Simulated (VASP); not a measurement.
# YbCr2Ge2 (I4/mmm) in VASP: density of states with PBE

Aim: the density of states of YbCr2Ge2 with PBE.

All numbers are computed with VASP 6.6.1; they aren't measurements. Logs are shortened: lines on timing, memory, paths and dates and some standing lists are left out, and cuts for length are marked.

### Step 1. The cell of the first run

The structure is tetragonal, space group I4/mmm (No. 139). Conventional cell: a = 3.963 Å, b = 3.963 Å, c = 10.723 Å, α = 90.00°, β = 90.00°, γ = 90.00°. Within 3.2 Å of Ge (site symmetry 4mm) lie 1 Ge at 2.44 Å and 4 Cr at 2.46 Å and 4 Yb at 3.06 Å. Cr (site symmetry -4m2) has 4 Ge at 2.46 Å and 4 Cr at 2.80 Å within 3.3 Å. Yb (site symmetry 4/mmm) has 8 Ge at 3.06 Å and 8 Cr at 3.33 Å and 4 Yb at 3.96 Å within 4.0 Å.

### Step 2. Density of states, PBE

Input file POSCAR:

```
YbCr2Ge2
1.0
    0.0000000000      3.9626535500      0.0000000000
    3.9626535500      0.0000000000      0.0000000000
    1.9813267700      1.9813267700     -5.3614220600
Ge Cr Yb
2 2 1
Direct
    0.3863000000      0.3863000000      0.2274000000
    0.6137000000      0.6137000000      0.7726000000
    0.7500000000      0.2500000000      0.5000000000
    0.2500000000      0.7500000000      0.5000000000
    0.0000000000      0.0000000000      0.0000000000
```

Input file INCAR.step1:

```
SYSTEM = YbCr2Ge2
PREC = Accurate ; ENCUT = 520
EDIFF = 1E-7 ; ISMEAR = -1
SIGMA = 0.1 ; LREAL = .FALSE.
LASPH = .TRUE. ; NELM = 60
ALGO = Normal ; ISIF = 2
LWAVE = .FALSE. ; LCHARG = .TRUE.
LMAXMIX = 6 ; GGA = PE
NBANDS = 46
```

Input file KPOINTS.step1:

```
Automatic mesh
0
G
  6 6 6
  0 0 0
```

Input file INCAR.step2:

```
SYSTEM = YbCr2Ge2
PREC = Accurate ; ENCUT = 520
EDIFF = 1E-7 ; ISMEAR = -5
SIGMA = 0.1 ; LREAL = .FALSE.
LASPH = .TRUE. ; NELM = 60
ALGO = Normal ; ISIF = 2
LWAVE = .FALSE. ; LCHARG = .FALSE.
LMAXMIX = 6 ; GGA = PE
LORBIT = 11 ; NEDOS = 2001
ICHARG = 11
```

Input file KPOINTS.step2:

```
Automatic mesh
0
G
  9 9 9
  0 0 0
```

Potentials or basis: VASP PAW PBE potentials, release 64 (Ge_d, Cr_pv, Yb).

Started as:

```
> cat potpaw_PBE.64/Ge_d/POTCAR potpaw_PBE.64/Cr_pv/POTCAR potpaw_PBE.64/Yb/POTCAR > POTCAR
> cp INCAR.step1 INCAR
> cp KPOINTS.step1 KPOINTS
> mpirun -np 1 vasp_std > vasp.out
> cp INCAR.step2 INCAR
> cp KPOINTS.step2 KPOINTS
> mpirun -np 1 vasp_std > vasp.out
```

OUTCAR:

```text
SYSTEM = YbCr2Ge2
   PREC = Accurate
   ENCUT = 520
   EDIFF = 1E-7
   ISMEAR = -5
   LREAL = .FALSE.
   LASPH = .TRUE.
   NELM = 60
   ISIF = 2
   GGA = PE
   LORBIT = 11
   ICHARG = 11

 ion  position               nearest neighbor table
   1  0.386  0.386  0.227-   2 2.44   3 2.46   4 2.46   4 2.46   3 2.46   5 3.06   5 3.06   5 3.06
                             5 3.06
   2  0.614  0.614  0.773-   1 2.44   3 2.46   4 2.46   3 2.46   4 2.46   5 3.06   5 3.06   5 3.06
                             5 3.06
   3  0.750  0.250  0.500-   1 2.46   2 2.46   1 2.46   2 2.46   4 2.80   4 2.80   4 2.80   4 2.80
                             5 3.33   5 3.33   5 3.33   5 3.33
   4  0.250  0.750  0.500-   1 2.46   2 2.46   1 2.46   2 2.46   3 2.80   3 2.80   3 2.80   3 2.80
                             5 3.33   5 3.33   5 3.33   5 3.33
   5  0.000  0.000  0.000-   1 3.06   2 3.06   2 3.06   2 3.06   1 3.06   1 3.06   2 3.06   1 3.06
                             4 3.33   3 3.33   4 3.33   3 3.33   3 3.33   4 3.33   4 3.33   3 3.33

  LATTYP: Found a body centered tetragonal cell.
 ALAT       =     3.9626535500
 C/A-ratio  =     2.7059756763

  Lattice vectors:

 A1 = (  -1.9813267700,   1.9813267800,   5.3614220600)
 A2 = (   1.9813267800,  -1.9813267700,   5.3614220600)
 A3 = (   1.9813267700,   1.9813267700,  -5.3614220600)

Analysis of symmetry for initial positions (statically):
=====================================================================
 Subroutine PRICEL returns:
 Original cell was already a primitive cell.

 Routine SETGRP: Setting up the symmetry group for a
 body centered tetragonal supercell.

 Subroutine GETGRP returns: Found 16 space group operations
 (whereof 16 operations were pure point group operations)
 out of a pool of 16 trial point group operations.

The static configuration has the point symmetry D_4h.

Analysis of symmetry for dynamics (positions and initial velocities):
=====================================================================
 Subroutine PRICEL returns:
 Original cell was already a primitive cell.

 Routine SETGRP: Setting up the symmetry group for a
 body centered tetragonal supercell.

 Subroutine GETGRP returns: Found 16 space group operations
 (whereof 16 operations were pure point group operations)
 out of a pool of 16 trial point group operations.

The dynamic configuration has the point symmetry D_4h.

 Subroutine INISYM returns: Found 16 space group operations
 (whereof 16 operations are pure point group operations),
 and found     1 'primitive' translations

----------------------------------------------------------------------------------------

                                     Primitive cell

  volume of cell :      84.1884

  direct lattice vectors                    reciprocal lattice vectors
     0.000000000  3.962653550  0.000000000     0.000000000  0.252356152  0.093258839
     3.962653550  0.000000000  0.000000000     0.252356152  0.000000000  0.093258839
     1.981326770  1.981326770 -5.361422060     0.000000000  0.000000000 -0.186517679

  length of vectors
     3.962653550  3.962653550  6.049475849     0.269036872  0.269036872  0.186517679

  position of ions in fractional coordinates (direct lattice)
     0.386300000  0.386300000  0.227400000
     0.613700000  0.613700000  0.772600000
     0.750000000  0.250000000  0.500000000
     0.250000000  0.750000000  0.500000000
     0.000000000  0.000000000  0.000000000

  ion indices of the primitive-cell ions
   primitive index   ion index
                 1           1
                 2           2
                 3           3
                 4           4
                 5           5

----------------------------------------------------------------------------------------

 KPOINTS: Automatic mesh

Automatic generation of k-mesh.
 Grid dimensions read from file:
 generate k-points for:    9    9    9

 Generating k-lattice:

  Cartesian coordinates                     Fractional coordinates (reciprocal lattice)
     0.000000000  0.028039572  0.010362093     0.111111111  0.000000000  0.000000000
     0.028039572  0.000000000  0.010362093     0.000000000  0.111111111  0.000000000
     0.000000000  0.000000000 -0.020724187     0.000000000  0.000000000  0.111111111

  Length of vectors
     0.029892986  0.029892986  0.020724187

  Shift w.r.t. Gamma in fractional coordinates (k-lattice)
     0.000000000  0.000000000  0.000000000

 TETIRR: Found   2011 inequivalent tetrahedra from     4374

 Subroutine IBZKPT returns following result:
 ===========================================

 Found     75 irreducible k-points:

 Following reciprocal coordinates:
            Coordinates               Weight
  0.000000  0.000000  0.000000      1.000000
  0.111111  0.000000  0.000000      8.000000
  0.222222  0.000000  0.000000      8.000000
  0.333333  0.000000  0.000000      8.000000
  0.444444  0.000000  0.000000      8.000000
  0.111111  0.111111  0.000000      8.000000
[... 16 lines left out ...]
 -0.333333  0.333333  0.000000      4.000000
  0.444444  0.444444  0.000000      8.000000
 [... further k-points ...]
   k-points           NKPTS =     75   k-points in BZ     NKDIM =     75   number of bands    NBANDS=     45
   number of dos      NEDOS =   2001   number of ions     NIONS =      5
   total plane-waves  NPLWV =  43200
   dimension x,y,z NGX =    30 NGY =   30 NGZ =   48
   dimension x,y,z NGXF=    60 NGYF=   60 NGZF=   96
   ions per type =               2   2   1
   NGX,Y,Z   is equivalent  to a cutoff of  12.59, 12.59, 13.19 a.u.
   NGXF,Y,Z  is equivalent  to a cutoff of  25.17, 25.17, 26.38 a.u.
 SYSTEM =  YbCr2Ge2
   PREC   = accura    normal or accurate (medium, high low for compatibility)
   ISTART =      0    job   : 0-new  1-cont  2-samecut
   ICHARG =     11    charge: 1-file 2-atom 10-const
   ISPIN  =      1    spin polarized calculation?
   LNONCOLLINEAR =      F non collinear calculations
   LSORBIT =      F    spin-orbit coupling
   LASPH  =      T    aspherical Exc in radial PAW
   ENCUT  =  520.0 eV  38.22 Ry    6.18 a.u.   7.37  7.37 11.25*2*pi/ulx,y,z
   NELM   =     60;   NELMIN=  2; NELMDL=  0     # of ELM steps
   EDIFF  = 0.1E-06   stopping-criterion for ELM
   LREAL  =      F    real-space projection
   EDIFFG = 0.1E-05   stopping-criterion for IOM
   NSW    =      0    number of steps for IOM
   IBRION =     -1    ionic relax: 0-MD 1-quasi-New 2-CG
   NFREE  =      0    steps in history (QN), initial steepest desc. (CG)
   ISIF   =      2    stress and relaxation
   ISYM   =      2    0-nonsym 1-usesym 2-fastsym
   POTIM  = 0.5000    time-step for ionic-motion
   TEBEG  =    0.0;   TEEND  =   0.0 temperature during run
   PSTRESS=    0.0 pullay stress
   NELECT =      76.0000    total number of electrons
   NUPDOWN=      -1.0000    fix difference up-down
   EMIN   =  10.00;   EMAX   =-10.00  energy-range for DOS
   EFERMI =   0.00;   METHOD = LEGACY
   ISMEAR =    -5;   SIGMA  =   0.10  broadening in eV -4-tet -1-fermi 0-gaus
   EFERMI_NEDOS =   21; number of points for ismear=-14 and -15
   IALGO  =     38    algorithm
   IMIX   =      4    mixing-type and parameters
     AMIX     =   0.40;   BMIX     =  1.00
     AMIX_MAG =   1.60;   BMIX_MAG =  1.00
  volume/ion in A,a.u.               =      16.84       113.63
  Fermi-wavevector in a.u.,A,eV,Ry     =   1.582202  2.989928 34.060329  2.503364
  Thomas-Fermi vector in A             =   2.682161
   LORBIT       =     11    0 simple, 1 ext, 2 COOP (PROOUT), +10 PAW based schemes
   GGA     = PE    functional components
   LHFCALC =     F    Hartree Fock is set to
   AEXX    =    0.0000 exact exchange contribution
   IVDW    =     0    specifies the selected vdW correction
   LEPSILON=     F    determine dielectric tensor
   LRPA    =     F    only Hartree local field effects (RPA)
 non-spin polarized calculation
 Fermi weights with tetrahedron method with Bloechl corrections
  energy-cutoff  :      520.00
  volume of cell :       84.19
 maximum number of plane-waves:      2307
 NGX is ok and might be reduce to    30

 number of electron      76.0000029 magnetization

 Free energy of the ion-electron system (eV)
  ---------------------------------------------------
  ext. energy  EPLUGINS =         0.00000000
  ---------------------------------------------------
  free energy    TOTEN  =       -32.47303345 eV

  energy without entropy =      -32.47303345  energy(sigma->0) =      -32.47303345

 E-fermi :   6.6649     XC(G=0): -11.9842

 val. band max:        6.7079334487   @ k =  -0.3333   0.0000   0.1111
 cond. band min:       6.6290785551   @ k =   0.4444   0.0000   0.1111
 fundamental gap:     -0.0788548935
 Fermi energy:         6.6648668279

 k-point     1 :       0.0000    0.0000    0.0000
  band No.  band energies     occupation
      1     -44.7759      2.00000
      2     -36.4149      2.00000
      3     -36.4149      2.00000
      4     -36.2440      2.00000
      5     -36.2440      2.00000
      6     -36.2385      2.00000
[... 37 lines left out ...]
     44       9.4232      0.00000
     45       9.4234      0.00000

 k-point     2 :       0.1111    0.0000    0.0000
  band No.  band energies     occupation
      1     -44.7756      2.00000
      2     -36.4103      2.00000
      3     -36.4098      2.00000
      4     -36.2497      2.00000
      5     -36.2492      2.00000
      6     -36.2372      2.00000
[... 1048 lines left out ...]
 k-point    24 :       0.4444    0.4444    0.0000
  band No.  band energies     occupation
      1     -44.7716      2.00000
      2     -36.4384      2.00000
      3     -36.4334      2.00000
      4     -36.2327      2.00000
      5     -36.2275      2.00000
      6     -36.2171      2.00000
[... 37 lines left out ...]
     44       8.7729      0.00000
     45       9.6508      0.00000

 [... further k-points ...]

------------------------ aborting loop because EDIFF is reached ----------------------------------------

  FORCE on cell =-STRESS in cart. coord.  units (eV):
  Direction    XX          YY          ZZ          XY          YZ          ZX
  --------------------------------------------------------------------------------------
  -------------------------------------------------------------------------------------
  Total      -47.2289766    -47.2289766    -41.9845096     -0.0000000     -0.0000000     -0.0000000
  in kB     -898.8079645   -898.8079645   -799.0012556     -0.0000000     -0.0000007     -0.0000007
  external PRESSURE =    -865.5390615 kB  Pullay stress =       0.0000000 kB

 VOLUME and BASIS-vectors are now :
 -----------------------------------------------------------------------------
  energy-cutoff  :      520.00
  volume of cell :       84.19
      direct lattice vectors                 reciprocal lattice vectors
     0.000000000  3.962653550  0.000000000     0.000000000  0.252356152  0.093258839
     3.962653550  0.000000000  0.000000000     0.252356152  0.000000000  0.093258839
     1.981326770  1.981326770 -5.361422060     0.000000000  0.000000000 -0.186517679

 POSITION                                       TOTAL-FORCE (eV/Angst)
 -----------------------------------------------------------------------------------
      1.98133      1.98133     -1.21919        -0.000000     -0.000000     -0.370763
      3.96265      3.96265     -4.14223         0.000000      0.000000      0.370763
      1.98133      3.96265     -2.68071         0.000000     -0.000000      0.000000
      3.96265      1.98133     -2.68071        -0.000000      0.000000      0.000000
      0.00000      0.00000      0.00000         0.000000      0.000000      0.000000
 -----------------------------------------------------------------------------------
    total drift:                               -0.000000     -0.000000      0.000000

  FREE ENERGIE OF THE ION-ELECTRON SYSTEM (eV)
  ---------------------------------------------------
  free  energy   TOTEN  =       -32.4730334525 eV

  energy  without entropy=      -32.4730334525  energy(sigma->0) =      -32.47303345

 total charge

# of ion       s       p       d       f       tot
--------------------------------------------------
    1        1.117   1.418  10.058   0.000  12.593
    2        1.117   1.418  10.058   0.000  12.593
    3        0.319   6.287   4.098   0.000  10.703
    4        0.319   6.287   4.098   0.000  10.703
    5        2.133   6.047   0.451  13.656  22.287
--------------------------------------------------
tot          5.006  21.455  28.762  13.656  68.879
```

Run time: 13 min. Hardware: 1 thread of Intel Xeon Platinum 8259CL at 2.50GHz (Skylake/Cascade Lake), shared host; peak memory 0.41 GiB.

Results:

| Item | Value |
| --- | --- |
| Valence electrons inside the program's atomic spheres | Ge 12.59; Cr 10.70; Yb 22.29 |

Caveat: spin-orbit coupling is left out, which moves the levels of the heavy elements; without U or exact exchange the open f shell lies at the Fermi level, which spoils levels, moments and volumes; tetrahedron occupations give inexact forces and stress in metals. Spin polarisation is off, so any magnetic state and its effect on volume and gap are missing.
